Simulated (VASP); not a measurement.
# Si2W (I4/mmm) in VASP: further runs

Runs on Si2W. Level: r2SCAN. Tasks: single point.

Program: VASP 6.6.1. These are calculated values, not measurements. Logs are shortened: lines on timing, memory, paths and dates and some standing lists are left out, and cuts for length are marked.

### 1 The cell of the first run

The structure is tetragonal, space group I4/mmm (No. 139). The conventional cell has a = 3.246 Å, b = 3.246 Å, c = 7.868 Å, α = 90.00°, β = 90.00°, γ = 90.00°. Si (site symmetry 4mm) has 9 Si at 2.59 to 3.25 Å and 5 W at 2.64 Å within 3.4 Å. Within 3.5 Å of W (site symmetry 4/mmm) lie 10 Si at 2.64 Å and 4 W at 3.25 Å.

### 2 Single point, r2SCAN (13.82 Å³/atom)

POSCAR reads:

```
Si2W
1.0
   -1.6229608426      1.6229608426      3.9341216616
    1.6229608426     -1.6229608426      3.9341216616
    1.6229608426      1.6229608426     -3.9341216616
Si W
2 1
Direct
    0.3353156109      0.3353156109      0.0000000000
    0.6646843891      0.6646843891      0.0000000000
    0.0000000000      0.0000000000      0.0000000000
```

INCAR.step1 reads:

```
ALGO     = Normal         # electronic algorithm
EDIFF    = 1E-4           # SCF threshold, eV
ENCUT    = 520            # plane-wave cutoff, eV
GGA      = PE             # functional
ISMEAR   = 0              # smearing method
LASPH    = True           # aspherical terms in the spheres
LCHARG   = False          # write CHGCAR
LREAL    = False          # projectors in reciprocal space
LWAVE    = True           # write WAVECAR
NBANDS   = 18             # bands
NELM     = 100            # most SCF steps
PREC     = Accurate       # precision mode
SIGMA    = 0.1            # smearing width, eV
```

INCAR.step2 reads:

```
ALGO     = Normal         # electronic algorithm
EDIFF    = 1E-6           # SCF threshold, eV
ENCUT    = 520            # plane-wave cutoff, eV
ISIF     = 2              # what is computed and relaxed
ISMEAR   = 0              # smearing method
ISTART   = 1            
LASPH    = True           # aspherical terms in the spheres
LCHARG   = True           # write CHGCAR
LELF     = True           # ELF
LMIXTAU  = True         
LREAL    = False          # projectors in reciprocal space
LVHAR    = True         
LWAVE    = False          # write WAVECAR
METAGGA  = R2SCAN         # meta-GGA
NBANDS   = 18             # bands
NELM     = 100            # most SCF steps
PREC     = Accurate       # precision mode
SIGMA    = 0.1            # smearing width, eV
```

KPOINTS reads:

```
k-points
0
Gamma
  18 18 18
```

Potentials or basis: VASP PAW PBE potentials, release 64 (Si, W_sv).

On the command line:

```console
$ cat potpaw_PBE.64/Si/POTCAR potpaw_PBE.64/W_sv/POTCAR > POTCAR
$ cp INCAR.step1 INCAR
$ mpirun -np 1 vasp_std > vasp.out
$ cp INCAR.step2 INCAR
$ mpirun -np 1 vasp_std > vasp.out
```

OUTCAR:

```text
EDIFF = 1E-6
   ENCUT = 520
   ISIF = 2
   ISMEAR = 0
   ISTART = 1
   LASPH = True
   LREAL = False
   METAGGA = R2SCAN
   NELM = 100
   PREC = Accurate

 ion  position               nearest neighbor table
   1  0.335  0.335  0.000-   2 2.59   3 2.64   3 2.64   3 2.64   3 2.64   3 2.64   2 2.66   2 2.66
                             2 2.66   2 2.66
   2  0.665  0.665  0.000-   1 2.59   3 2.64   3 2.64   3 2.64   3 2.64   3 2.64   1 2.66   1 2.66
                             1 2.66   1 2.66
   3  0.000  0.000  0.000-   2 2.64   2 2.64   2 2.64   1 2.64   2 2.64   1 2.64   1 2.64   1 2.64
                             1 2.64   2 2.64

  LATTYP: Found a body centered tetragonal cell.
 ALAT       =     3.2459216852
 C/A-ratio  =     2.4240397909

  Lattice vectors:

 A1 = (  -1.6229608426,   1.6229608426,   3.9341216616)
 A2 = (   1.6229608426,  -1.6229608426,   3.9341216616)
 A3 = (   1.6229608426,   1.6229608426,  -3.9341216616)

Analysis of symmetry for initial positions (statically):
=====================================================================
 Subroutine PRICEL returns:
 Original cell was already a primitive cell.

 Routine SETGRP: Setting up the symmetry group for a
 body centered tetragonal supercell.

 Subroutine GETGRP returns: Found 16 space group operations
 (whereof 16 operations were pure point group operations)
 out of a pool of 16 trial point group operations.

The static configuration has the point symmetry D_4h.

Analysis of symmetry for dynamics (positions and initial velocities):
=====================================================================
 Subroutine PRICEL returns:
 Original cell was already a primitive cell.

 Routine SETGRP: Setting up the symmetry group for a
 body centered tetragonal supercell.

 Subroutine GETGRP returns: Found 16 space group operations
 (whereof 16 operations were pure point group operations)
 out of a pool of 16 trial point group operations.

The dynamic configuration has the point symmetry D_4h.

 Subroutine INISYM returns: Found 16 space group operations
 (whereof 16 operations are pure point group operations),
 and found     1 'primitive' translations

----------------------------------------------------------------------------------------

                                     Primitive cell

[... 90 lines left out ...]
   ENCUT  =  520.0 eV  38.22 Ry    6.18 a.u.   8.47  8.47  8.47*2*pi/ulx,y,z
   NELM   =    100;   NELMIN=  2; NELMDL=  0     # of ELM steps
   EDIFF  = 0.1E-05   stopping-criterion for ELM
   LREAL  =      F    real-space projection
   EDIFFG = 0.1E-04   stopping-criterion for IOM
   NSW    =      0    number of steps for IOM
   IBRION =     -1    ionic relax: 0-MD 1-quasi-New 2-CG
   NFREE  =      0    steps in history (QN), initial steepest desc. (CG)
   ISIF   =      2    stress and relaxation
   ISYM   =      2    0-nonsym 1-usesym 2-fastsym
   POTIM  = 0.5000    time-step for ionic-motion
   TEBEG  =    0.0;   TEEND  =   0.0 temperature during run
   PSTRESS=    0.0 pullay stress
   NELECT =      22.0000    total number of electrons
   NUPDOWN=      -1.0000    fix difference up-down
   EMIN   =  10.00;   EMAX   =-10.00  energy-range for DOS
   EFERMI =   0.00;   METHOD = LEGACY
   ISMEAR =     0;   SIGMA  =   0.10  broadening in eV -4-tet -1-fermi 0-gaus
   EFERMI_NEDOS =   21; number of points for ismear=-14 and -15
   IALGO  =     38    algorithm
   IMIX   =      4    mixing-type and parameters
     AMIX     =   0.40;   BMIX     =  1.00
     AMIX_MAG =   1.60;   BMIX_MAG =  1.00
  volume/ion in A,a.u.               =      13.82        93.24
  Fermi-wavevector in a.u.,A,eV,Ry     =   1.325484  2.504801 23.904177  1.756907
  Thomas-Fermi vector in A             =   2.454941
   LORBIT       =      0    0 simple, 1 ext, 2 COOP (PROOUT), +10 PAW based schemes
   METAGGA = R2SCAN    functional components
   LHFCALC =     F    Hartree Fock is set to
   AEXX    =    0.0000 exact exchange contribution
   IVDW    =     0    specifies the selected vdW correction
   LEPSILON=     F    determine dielectric tensor
   LRPA    =     F    only Hartree local field effects (RPA)
 non-spin polarized calculation
 Gauss-broadening in eV      SIGMA  =   0.10
  energy-cutoff  :      520.00
  volume of cell :       41.45
 maximum number of plane-waves:      1146
 NGX is ok and might be reduce to    36
   NGX = 17   NGY = 17   NGZ = 17

 number of electron      22.0000000 magnetization

 Free energy of the ion-electron system (eV)
  ---------------------------------------------------
  ext. energy  EPLUGINS =         0.00000000
  ---------------------------------------------------
  free energy    TOTEN  =       -69.79358878 eV

  energy without entropy =      -69.79267601  energy(sigma->0) =      -69.79313239

 E-fermi :  11.5540     XC(G=0): -13.3709

 val. band max:       11.4843106923   @ k =  -0.3889   0.4444   0.3889
 cond. band min:      11.5714389360   @ k =  -0.3889  -0.4444   0.3889
 fundamental gap:      0.0871282438
 Fermi energy:        11.5540421952

 k-point     1 :       0.0000    0.0000    0.0000
  band No.  band energies     occupation
      1     -64.2448      2.00000
      2     -27.8434      2.00000
      3     -27.8365      2.00000
      4     -27.8365      2.00000
      5      -3.0645      2.00000
      6       4.4981      2.00000
[... 481 lines left out ...]
      5      -2.1270      2.00000
      6       4.6002      2.00000
[... 10 lines left out ...]
     17      17.9940      0.00000
     18      20.1306      0.00000

 [... further k-points ...]

------------------------ aborting loop because EDIFF is reached ----------------------------------------

  FORCE on cell =-STRESS in cart. coord.  units (eV):
  Direction    XX          YY          ZZ          XY          YZ          ZX
  --------------------------------------------------------------------------------------
  -------------------------------------------------------------------------------------
  Total       -1.5926159     -1.5926159     -1.6344094      0.0000000      0.0000000      0.0000000
  in kB      -61.5598805    -61.5598805    -63.1753384      0.0000000      0.0000000      0.0000000
  external PRESSURE =     -62.0983665 kB  Pullay stress =       0.0000000 kB

 VOLUME and BASIS-vectors are now :
 -----------------------------------------------------------------------------
  energy-cutoff  :      520.00
  volume of cell :       41.45
      direct lattice vectors                 reciprocal lattice vectors
    -1.622960843  1.622960843  3.934121662     0.000000000  0.308078905  0.127093172
     1.622960843 -1.622960843  3.934121662     0.308078905  0.000000000  0.127093172
     1.622960843  1.622960843 -3.934121662     0.308078905  0.308078905  0.000000000

 POSITION                                       TOTAL-FORCE (eV/Angst)
 -----------------------------------------------------------------------------------
      0.00000      0.00000      2.63834        -0.000000     -0.000000     -0.000759
      0.00000      0.00000      5.22990         0.000000      0.000000      0.000759
      0.00000      0.00000      0.00000        -0.000000     -0.000000      0.000000
 -----------------------------------------------------------------------------------
    total drift:                               -0.000000     -0.000000      0.000000

  FREE ENERGIE OF THE ION-ELECTRON SYSTEM (eV)
  ---------------------------------------------------
  free  energy   TOTEN  =       -69.7935887763 eV

  energy  without entropy=      -69.7926760110  energy(sigma->0) =      -69.79313239
```

OUTCAR.step1:

```text
EDIFF = 1E-4
   ENCUT = 520
   GGA = PE
   ISMEAR = 0
[... 734 lines left out ...]
      0.00000      0.00000      2.63834        -0.000000     -0.000000     -0.091224
      0.00000      0.00000      5.22990         0.000000      0.000000      0.091224
      0.00000      0.00000      0.00000         0.000000      0.000000     -0.000000
 -----------------------------------------------------------------------------------
    total drift:                               -0.000000     -0.000000      0.000000

  FREE ENERGIE OF THE ION-ELECTRON SYSTEM (eV)
  ---------------------------------------------------
  free  energy   TOTEN  =       -24.8119847111 eV

  energy  without entropy=      -24.8110581995  energy(sigma->0) =      -24.81152146
```

Wall time 21 min (1 thread of AMD EPYC 9R45 (Zen 5), shared host); peak memory 0.45 GiB.

What came out:

| Quantity | Value |
| --- | --- |
| Free energy | -69.7936 eV |
| Pressure | -6.2 GPa |
| Band gap on the k mesh | zero (bands 11 and 12 overlap by 1.22 eV) |

Levels at points of the mesh, in eV from the Fermi level:
```csv
k point,band 8,band 9,band 10,band 11,band 12,band 13,band 14,band 15
"(0.00, 0.00, 0.00)",-3.25,-2.96,-2.96,0.55,2.85,3.06,3.06,3.32
"(0.50, 0.00, 0.00)",-5.11,-2.95,-2.75,-0.46,2.86,2.89,4.14,4.61
"(0.50, 0.50, 0.00)",-5.68,-5.20,-3.32,-2.01,2.99,3.14,3.27,4.13
"(0.50, 0.50, 0.50)",-2.57,-0.97,-0.97,-0.51,-0.51,0.73,4.86,5.22
```

Caveat: the cell stands under tension; the PAW data sets were made with another functional, which shifts forces and pressure a little; spin-orbit coupling is left out, which moves the levels of the heavy elements.

### 3 Single point, r2SCAN (14.22 Å³/atom)

This run uses another cell than the first one, of 14.22 Å³/atom.

POSCAR reads:

```
Si2W
1.0
   -1.6396379164      1.6396379164      3.9667662052
    1.6396379164     -1.6396379164      3.9667662052
    1.6396379164      1.6396379164     -3.9667662052
Si W
2 1
Direct
    0.3359341515      0.3359341515      0.0000000000
    0.6640658485      0.6640658485      0.0000000000
    0.0000000000      0.0000000000      0.0000000000
```

INCAR.step1 reads:

```
PREC = Accurate
ENCUT = 520
ISMEAR = 0
SIGMA = 0.1
LREAL = F
LASPH = T
NELM = 80
NBANDS = 18
GGA = PE
ALGO = Normal
EDIFF = 1E-4
LWAVE = T
LCHARG = F
```

INCAR.step2 reads:

```
PREC = Accurate
ENCUT = 520
EDIFF = 1E-7
ISMEAR = 0
SIGMA = 0.1
LREAL = F
LASPH = T
NELM = 80
ALGO = Normal
ISIF = 2
LWAVE = F
LCHARG = T
METAGGA = R2SCAN
LMIXTAU = T
LELF = T
LVHAR = T
NBANDS = 18
ISTART = 1
```

KPOINTS reads:

```
Automatic mesh
0
Gamma
  18 18 18
```

Potentials or basis: VASP PAW PBE potentials, release 64 (Si, W_sv).

On the command line:

```console
$ cat potpaw_PBE.64/Si/POTCAR potpaw_PBE.64/W_sv/POTCAR > POTCAR
$ cp INCAR.step1 INCAR
$ mpirun -np 1 vasp_std > vasp.out
$ cp INCAR.step2 INCAR
$ mpirun -np 1 vasp_std > vasp.out
```

Run time: 22 min. Hardware: 1 thread of AMD EPYC 9R45 (Zen 5), shared host; peak memory 0.45 GiB.

The run converged. Its results:

```
Free energy            : -69.7258 eV
Pressure               : -11.7 GPa
Largest force          : 0.008 eV/Å
Band gap on the k mesh : zero (bands 11 and 12 overlap by 1.15 eV)
```

Forces on the atoms (eV/Å):
```
Si   0.000  0.000 -0.008
Si   0.000  0.000  0.008
W    0.000  0.000  0.000
```

Stress tensor (GPa, compression positive):
```
-11.62   0.00   0.00
  0.00 -11.62   0.00
  0.00   0.00 -11.85
```

Levels at points of the mesh, in eV from the Fermi level:
| k point | band 8 | band 9 | band 10 | band 11 | band 12 | band 13 | band 14 | band 15 |
| --- | --- | --- | --- | --- | --- | --- | --- | --- |
| (0.00, 0.00, 0.00) | -3.11 | -2.86 | -2.86 | 0.52 | 2.69 | 2.95 | 2.95 | 3.48 |
| (0.50, 0.00, 0.00) | -5.01 | -2.88 | -2.62 | -0.42 | 2.74 | 2.86 | 4.05 | 4.39 |
| (0.50, 0.50, 0.00) | -5.66 | -5.06 | -3.18 | -2.01 | 2.93 | 3.01 | 3.13 | 4.06 |
| (0.50, 0.50, 0.50) | -2.46 | -0.95 | -0.95 | -0.48 | -0.48 | 0.69 | 4.80 | 4.88 |

Caveat: the cell stands under tension; the PAW data sets were made with another functional, which shifts forces and pressure a little; spin-orbit coupling is left out, which moves the levels of the heavy elements.

The gap in the log of VASP goes by the Fermi energy; the results here count the filled bands.